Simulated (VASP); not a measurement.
Input of a VASP 6.6.1 run:

The input INCAR:

```
PREC = Accurate
ENCUT = 520
EDIFF = 1E-6
ISMEAR = 0
SIGMA = 0.1
LREAL = F
LASPH = T
NELM = 80
ALGO = Normal
ISIF = 2
LWAVE = F
LCHARG = F
GGA = PE
NBANDS = 30
```

KPOINTS

```
Automatic mesh
0
Gamma
  10 10 4
```

The input POSCAR:

```
GaTe3W
1.0
    3.7541255517      0.0000000000      0.0000000000
    0.0000000000      3.7541255517      0.0000000000
    0.0000000000      0.0000000000      9.0530095100
Ga Te W
1 3 1
Direct
    0.5000000000      0.5000000000      0.0000000000
    0.0000000000      0.0000000000      0.2888155942
    0.0000000000      0.0000000000      0.7111844058
    0.5000000000      0.5000000000      0.5000000000
    0.0000000000      0.0000000000      0.0000000000
```

Potentials or basis: VASP PAW PBE potentials, release 64 (Ga_d, Te, W_sv).

Run with:

```console
$ cat potpaw_PBE.64/Ga_d/POTCAR potpaw_PBE.64/Te/POTCAR potpaw_PBE.64/W_sv/POTCAR > POTCAR
$ mpirun -np 1 vasp_std > vasp.out
```

(1) Predict the band gap on the k mesh.

(2) What does it give for the pressure?

Results:

(1) zero (an odd number of electrons rules out a gap without spin polarisation).

(2) 0.0 GPa.

Caveat: spin-orbit coupling is left out, which moves the levels of the heavy elements.
